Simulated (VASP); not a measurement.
## Ti: single point with PBE

The system is Ti.

```
Ti
1.0
     4.23193    0.00000    0.00000
    -2.11596    3.66496    0.00000
     0.00000    0.00000    2.64076
Ti
3
Direct
  0.00000 0.00000 0.00000
  0.33333 0.66667 0.50000
  0.66667 0.33333 0.50000
```

This isn't the form of Ti at room conditions, which is hcp.

| Quantity | Value |
| --- | --- |
| Program | VASP 6.6.1 |
| Task | single point |
| Functional | PBE |
| Potentials or basis | VASP PAW PBE potentials, release 64 (Ti_sv) |
| Cutoff | 520 eV |
| k mesh | 9 × 9 × 12 |
| Occupations | fermi-dirac, width 0.1 eV |
| Spin | no spin polarisation |
| Dipole correction | no |
| Further INCAR settings | ALGO = Normal; EDIFF = 1e-07; NBANDS = 25 |

```yaml
Pressure: 37.3 GPa
Band_gap_on_the_k_mesh: zero (bands 18 and 19 overlap by 0.56 eV)
```

Stress tensor (GPa, compression positive):
```
37.31  0.00  0.00
 0.00 37.31  0.00
 0.00  0.00 37.23
```

Levels at points of the mesh, in eV from the Fermi level:
| k point | band 14 | band 15 | band 16 | band 17 | band 18 | band 19 | band 20 | band 21 | band 22 | band 23 |
| --- | --- | --- | --- | --- | --- | --- | --- | --- | --- | --- |
| (0.00, 0.00, 0.00) | -2.66 | -0.67 | -0.67 | -0.59 | -0.59 | 0.08 | 0.88 | 1.60 | 1.60 | 2.21 |
| (0.00, 0.00, 0.50) | -2.94 | -2.19 | -2.19 | -2.10 | -1.58 | 1.29 | 1.29 | 1.66 | 1.66 | 3.89 |

Run time: 2.3 min on 1 thread of Intel Xeon 8259CL (shared host), peak memory 0.2 GiB.

Caveat: the cell stands under pressure.
